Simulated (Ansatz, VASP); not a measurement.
# Al2Cu: VASP beside Ansatz

```
Cu Al
1.0
     4.13237    0.00000    0.00000
     0.00000    4.13237    0.00000
     0.00000    0.00000    2.91046
Cu Al
1 2
Direct
  0.00000 0.00000 0.00000
  0.00000 0.50000 0.50000
  0.50000 0.00000 0.50000
```

Change from the starting cell: volume scaled by 1.02.

Alike in both runs: task single point; functional PBEsol; k mesh 7 × 7 × 9; occupations fermi-dirac, width 0.05 eV; no spin polarisation.

```csv
,VASP,Ansatz
version,VASP 6.6.1,Ansatz 0.2.0
potentials or method,"VASP PAW PBE potentials, release 64 (Cu, Al), cutoff 520 eV","all-electron LAPW, scalar-relativistic"
```

Ansatz gave:

```
gap on the k mesh at the Fermi level (eV)                     : none
pressure (GPa)                                                : -4.0
traceless stress, the component that is largest in VASP (GPa) : -0.91
```

Q: Estimate VASP's values.

A: gap on the k mesh at the Fermi level (eV): none; pressure (GPa): -3.8; traceless stress, the component that is largest in VASP (GPa): -0.91.

VASP's potentials were made for PBE, not for PBEsol. A gap of «none» marks a metal or a gap that the smearing closes. Ansatz ran all-electron here, and VASP with PAW potentials.
